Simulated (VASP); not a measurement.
The system is AgCl.

```
Ag Cl
1.0
     0.00000    2.75311    2.75311
     2.75311    0.00000    2.75311
     2.75311    2.75311    0.00000
Ag Cl
1 1
Direct
  0.00000 0.00000 0.00000
  0.50000 0.50000 0.50000
```

Base run:

```yaml
Program: VASP 6.6.1
Functional: PBE
Potentials_or_basis: VASP PAW PBE potentials, release 64 (Ag, Cl)
Cutoff: 520 eV
k_mesh: 8 × 8 × 8
Occupations: fermi-dirac, width 0.05 eV
Spin: no spin polarisation
```

Its results: band gap on the k mesh 0.90 eV (least direct gap 3.25 eV); pressure 2.6 GPa.

Q: The run is repeated on the same cell with these changes: functional from PBE to PBEsol; further incar settings from ALGO = Normal; EDIFF = 1e-07; NBANDS = 16 to ALGO = Normal; EDIFF = 1e-06; NBANDS = 16. What comes out?

A: Band gap on the k mesh 0.73 eV (least direct gap 3.11 eV); pressure -1.8 GPa.

Caveats: the PAW data sets were made with another functional, which shifts forces and pressure a little (at least some runs).

A k mesh can miss the band edges.
